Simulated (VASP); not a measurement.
Input of a VASP 6.6.1 run:

INCAR

```
PREC = Accurate ; ENCUT = 520
EDIFF = 1E-6 ; ISMEAR = 0
SIGMA = 0.05 ; LREAL = False
LASPH = True ; NELM = 60
ALGO = Normal ; ISIF = 2
LWAVE = False ; LCHARG = True
GGA = PE ; LELF = True
LVHAR = True ; NBANDS = 16
```

File KPOINTS:

```
regular mesh
0
Gamma
  9 9 6
```

Contents of POSCAR:

```
AlN
1.0
    3.2721000000      0.0000000000      0.0000000000
   -1.6360500000      2.8337217237      0.0000000000
    0.0000000000      0.0000000000      4.4388000000
Al N
2 2
Direct
    0.3333333333      0.6666666667      0.7500000000
    0.6666666667      0.3333333333      0.2500000000
    0.3333333333      0.6666666667      0.2500000000
    0.6666666667      0.3333333333      0.7500000000
```

Potentials or basis: VASP PAW PBE potentials, release 64 (Al, N).

The run is started by

```sh
$ cat potpaw_PBE.64/Al/POTCAR potpaw_PBE.64/N/POTCAR > POTCAR
$ mpirun -np 1 vasp_std > vasp.out
```

(1) What does it give for the band gap on the k mesh?

(2) Estimate the pressure.

Results:

(1) 2.83 eV, direct.

(2) -3.3 GPa.
